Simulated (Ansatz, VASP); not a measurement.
# SiC in VASP and in Ansatz

```xyz
12
Lattice="3.0950 0.0000 0.0000 -1.5475 2.6803 0.0000 0.0000 0.0000 15.1700" Properties=species:S:1:pos:R:3 pbc="T T T"
Si    1.5475    0.8934    6.9524
Si    0.0000    1.7869   14.5374
Si    1.5475    0.8934   12.0101
Si    0.0000    1.7869    4.4251
Si    0.0000    0.0000    9.4812
Si    0.0000    0.0000    1.8962
C     1.5475    0.8934    5.0562
C     0.0000    1.7869   12.6412
C     1.5475    0.8934   10.1138
C     0.0000    1.7869    2.5288
C     0.0000    0.0000    7.5850
C     0.0000    0.0000    0.0000
```

Alike in both runs: task relaxation of cell and atoms; functional PBE; k mesh 10 × 10 × 2; occupations fermi-dirac, width 0.05 eV; no spin polarisation.

|  | VASP | Ansatz |
| --- | --- | --- |
| version | VASP 6.6.1 | Ansatz 0.2.0 |
| potentials or method | VASP PAW PBE potentials, release 64 (Si, C) | Ansatz PAW |
| plane-wave cutoff (eV) | 600 | 420 |
| valence electrons in the cell | 48 | 48 |

Ansatz gave:

```
relaxed volume (Å³/atom)                                                      : 10.50
relaxed length of the cell vector where the two differ most in proportion (Å) : 15.187
```

Q: Which values does VASP return?

A: Relaxed volume (Å³/atom): 10.49; relaxed length of the cell vector where the two differ most in proportion (Å): 15.182.

Noted on Ansatz's run: the plane-wave basis is chosen anew once the cell has moved, so the energies of steps on either side of that aren't comparable.
